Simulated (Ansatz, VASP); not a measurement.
**One calculation of Cu3Pd, two programs**

```
Cu Pd
1.0
     3.68478    0.00000    0.00000
     0.00000    3.68478    0.00000
     0.00000    0.00000    3.72200
Cu Pd
3 1
Direct
  0.00000 0.50000 0.50000
  0.50000 0.00000 0.50000
  0.50000 0.50000 0.00000
  0.00000 0.00000 0.00000
```

Change from the starting cell: equal xx and yy strain of -1 %.

Alike in both runs: task single point; functional PBEsol; k mesh 9 × 9 × 9; occupations fermi-dirac, width 0.05 eV; no spin polarisation.

```csv
,VASP,Ansatz
version,VASP 6.6.1,Ansatz 0.2.0
potentials or method,"VASP PAW PBE potentials, release 64 (Cu, Pd), cutoff 520 eV","all-electron LAPW, scalar-relativistic"
```

|  | VASP | Ansatz | Ansatz less VASP |
| --- | --- | --- | --- |
| pressure (GPa) | -5.0 | -5.6 | -0.55 |
| traceless stress, the component that is largest in VASP (GPa) | -0.37 | -0.39 | -0.021 |

VASP's potentials were made for PBE, not for PBEsol. Ansatz ran all-electron here, and VASP with PAW potentials.
